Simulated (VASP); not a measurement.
# BN (F-43m) in VASP: a series of runs, part 2 of 2

VASP 6.6.1.

## (3) G0W0 quasiparticle levels, PBE

Input file POSCAR:

```
BN
1.0
    0.0000000000      1.8075000000      1.8075000000
    1.8075000000      0.0000000000      1.8075000000
    1.8075000000      1.8075000000      0.0000000000
B N
1 1
Direct
    0.0000000000      0.0000000000      0.0000000000
    0.7500000000      0.7500000000      0.7500000000
```

Input file INCAR.step1:

```
SYSTEM = BN
PREC     = Accurate       ! precision mode
ENCUT    = 500            ! plane-wave cutoff, eV
EDIFF    = 1E-8           ! SCF threshold, eV
ISMEAR   = 0              ! smearing method
SIGMA    = 0.01           ! smearing width, eV
LREAL    = .FALSE.        ! projectors in reciprocal space
LASPH    = .TRUE.         ! aspherical terms in the spheres
NELM     = 80             ! most SCF steps
ALGO     = Normal         ! electronic algorithm
LWAVE    = .TRUE.         ! write WAVECAR
LCHARG   = .FALSE.        ! write CHGCAR
GGA      = PE             ! functional
```

Input file INCAR.step2:

```
SYSTEM = BN
PREC     = Accurate       ! precision mode
ENCUT    = 500            ! plane-wave cutoff, eV
EDIFF    = 1E-8           ! SCF threshold, eV
ISMEAR   = 0              ! smearing method
SIGMA    = 0.01           ! smearing width, eV
LREAL    = .FALSE.        ! projectors in reciprocal space
LASPH    = .TRUE.         ! aspherical terms in the spheres
NELM     = 1              ! most SCF steps
ALGO     = Exact          ! electronic algorithm
LWAVE    = .TRUE.         ! write WAVECAR
LCHARG   = .FALSE.        ! write CHGCAR
GGA      = PE             ! functional
NBANDS   = 44             ! bands
LOPTICS  = .TRUE.         ! frequency-dependent dielectric function
ISTART   = 1
```

Input file INCAR.step3:

```
SYSTEM = BN
PREC     = Accurate       ! precision mode
ENCUT    = 500            ! plane-wave cutoff, eV
EDIFF    = 1E-8           ! SCF threshold, eV
ISMEAR   = 0              ! smearing method
SIGMA    = 0.01           ! smearing width, eV
LREAL    = .FALSE.        ! projectors in reciprocal space
LASPH    = .TRUE.         ! aspherical terms in the spheres
ALGO     = EVGW0          ! electronic algorithm
LWAVE    = .FALSE.        ! write WAVECAR
LCHARG   = .FALSE.        ! write CHGCAR
GGA      = PE             ! functional
NELMGW   = 1            
NBANDS   = 44             ! bands
ENCUTGW  = 100.0          ! cutoff of the response function
NOMEGA   = 48             ! frequency points
PRECFOCK = Fast         
ISTART   = 1            
NBANDSGW = 12
```

Input file KPOINTS:

```
regular mesh
0
G
  6 6 6
  0 0 0
```

Potentials or basis: VASP PAW PBE potentials, release 64 (B_GW, N_GW).

Run with:

```bash
cat potpaw_PBE.64/B_GW/POTCAR potpaw_PBE.64/N_GW/POTCAR > POTCAR
cp INCAR.step1 INCAR
mpirun -np 1 vasp_std > vasp.out
cp INCAR.step2 INCAR
mpirun -np 1 vasp_std > vasp.out
cp INCAR.step3 INCAR
mpirun -np 1 vasp_std > vasp.out
```

OUTCAR:

```text
SYSTEM = BN
   PREC = Accurate
   ENCUT = 500
   EDIFF = 1E-8
   ISMEAR = 0
   LREAL = .FALSE.
   LASPH = .TRUE.
   GGA = PE
   NELMGW = 1
   ENCUTGW = 100.0
   PRECFOCK = Fast
   ISTART = 1

 ion  position               nearest neighbor table
   1  0.000  0.000  0.000-   2 1.57   2 1.57   2 1.57   2 1.57
   2  0.750  0.750  0.750-   1 1.57   1 1.57   1 1.57   1 1.57

  LATTYP: Found a face centered cubic cell.
 ALAT       =     3.6150000000

  Lattice vectors:

 A1 = (   0.0000000000,   1.8075000000,   1.8075000000)
 A2 = (   1.8075000000,   0.0000000000,   1.8075000000)
 A3 = (   1.8075000000,   1.8075000000,   0.0000000000)

Analysis of symmetry for initial positions (statically):
=====================================================================
 Subroutine PRICEL returns:
[... 158 lines left out ...]
   NELMHF              =     1    number of iterations in the inner HF iteration
   NKREDLFX            =     1    NKREDLFY  =   1   NKREDLFZ  =   1
 non-spin polarized calculation
 Gauss-broadening in eV      SIGMA  =   0.01
  energy-cutoff  :      500.00
  volume of cell :       11.81
 maximum number of plane-waves:       310
 NGX is ok and might be reduce to    20
  NGX = 12; NGY = 12; NGZ = 12
   NGX =  9   NGY =  9   NGZ =  9
 maximum number of plane-waves:        30
 NGX is ok and might be reduce to    10

 QP shifts <psi_nk| G(iteration)W_0 |psi_nk>: iteration 1
 for sc-GW calculations column KS-energies equals QP-energies in previous step
 and V_xc(KS)=  KS-energies - (<T + V_ion + V_H > + <T+V_H+V_ion>^1  + <V_x>^1)

 k-point   1 :       0.0000    0.0000    0.0000
  band No.  KS-energies  QP-energies   sigma(KS)   V_xc(KS)     V^pw_x(r,r')   Z            occupation Imag(sigma)

      1     -12.7708     -14.6060     -17.8509     -15.4869     -26.4952       0.7763       2.0000       1.4428
      2       7.4621       6.9527     -18.9009     -18.2849     -21.8897       0.8269       2.0000       0.0936
      3       7.4621       6.9527     -18.9009     -18.2849     -21.8897       0.8269       2.0000       0.0936
      4       7.4621       6.9527     -18.9009     -18.2849     -21.8897       0.8269       2.0000       0.0936
      5      16.2823      17.7438     -12.0308     -13.7846      -7.0051       0.8334       0.0000      -0.1107
      6      16.2823      17.7438     -12.0308     -13.7846      -7.0051       0.8334       0.0000      -0.1107
      7      16.2823      17.7438     -12.0308     -13.7846      -7.0051       0.8334       0.0000      -0.1107
      8      17.8091      19.0884     -13.8697     -15.4332      -8.3862       0.8182       0.0000      -0.1349
      9      32.2072      32.7848     -10.7119     -11.4393      -3.3078       0.7940       0.0000      -0.6083
     10      35.2401      36.6194     -11.6723     -13.3195      -5.4513       0.8373       0.0000      -0.5690
     11      35.2401      36.6194     -11.6723     -13.3195      -5.4513       0.8373       0.0000      -0.5690
     12      35.8428      36.5201     -10.2734     -11.0861      -3.0458       0.8334       0.0000      -1.0396
[... 228 lines left out ...]
      1      -6.9591      -8.3161     -19.2729     -17.4710     -26.8907       0.7531       2.0000       0.6768
      2      -0.7329      -2.1676     -17.2796     -15.4496     -22.0864       0.7840       2.0000       0.2111
      3       1.2655       0.0632     -17.2978     -15.7962     -21.4336       0.8007       2.0000       0.1585
      4       1.3085       0.1563     -16.7548     -15.3220     -20.6300       0.8042       2.0000       0.1501
      5      15.2371      16.3478     -12.5570     -13.8859      -7.8372       0.8358       0.0000      -0.1074
      6      19.4794      20.7322     -12.0516     -13.5625      -6.6724       0.8292       0.0000      -0.1319
      7      22.5508      24.2931     -13.0088     -15.2024      -6.4424       0.7942       0.0000      -0.2208
      8      24.2577      26.1190     -13.2301     -15.5975      -6.4877       0.7862       0.0000      -0.2476
      9      27.0513      28.8732     -13.8798     -16.2150      -6.8218       0.7802       0.0000      -0.3352
     10      33.3532      34.9654     -11.8709     -13.8921      -4.2162       0.7976       0.0000      -0.7507
     11      37.6671      38.8422     -11.4323     -12.8555      -4.1894       0.8257       0.0000      -0.9835
     12      40.8019      42.2046     -11.2288     -12.9317      -3.8495       0.8238       0.0000      -1.0921
```

OUTCAR.step1:

```text
SYSTEM = BN
   PREC = Accurate
   ENCUT = 500
   EDIFF = 1E-8
   ISMEAR = 0
   LREAL = .FALSE.
   LASPH = .TRUE.
[... 386 lines left out ...]
      0.00000      0.00000      0.00000        -0.000000     -0.000000     -0.000000
      2.71125      2.71125      2.71125         0.000000      0.000000      0.000000
 -----------------------------------------------------------------------------------
    total drift:                               -0.000001     -0.000001     -0.000001

  FREE ENERGIE OF THE ION-ELECTRON SYSTEM (eV)
  ---------------------------------------------------
  free  energy   TOTEN  =       -17.4573466824 eV

  energy  without entropy=      -17.4573466824  energy(sigma->0) =      -17.45734668
```

OUTCAR.step2:

```text
SYSTEM = BN
   PREC = Accurate
   ENCUT = 500
   EDIFF = 1E-8
[... 850 lines left out ...]
  --------------------------------------------------------------------------------------------------------------
     0.00000     4.79306     4.79306     4.79306    -0.00000     0.00000    -0.00000
     1.67830     4.86500     4.86500     4.86500    -0.00000     0.00000    -0.00000
     3.35660     5.10416     5.10416     5.10416    -0.00000     0.00000    -0.00000
     5.03490     5.59347     5.59347     5.59347    -0.00000     0.00000    -0.00000
     6.71320     6.59242     6.59242     6.59242    -0.00000     0.00000    -0.00000
     8.39150     9.52170     9.52170     9.52170    -0.00000     0.00000    -0.00000
[... 92 lines left out ...]
   164.47347     0.96489     0.96489     0.96489     0.00000    -0.00000     0.00000
   166.15177     0.96565     0.96565     0.96565     0.00000    -0.00000     0.00000
```

Run time: 21 s. Hardware: 1 thread of Intel Xeon 6975P-C (Granite Rapids), shared host; peak memory 0.19 GiB.

What came out:

* Band gap on the k mesh, mean-field level: 4.46 eV, indirect (least direct gap 8.82 eV)
* Quasiparticle gap: 5.73 eV
* Least direct quasiparticle gap: 10.79 eV

Caveat: the k points lie up to 0.50 Å⁻¹ apart; bands, screening cutoff and mesh are small and nothing is extrapolated, so the quasiparticle values aren't converged. A k mesh can miss the band edges.
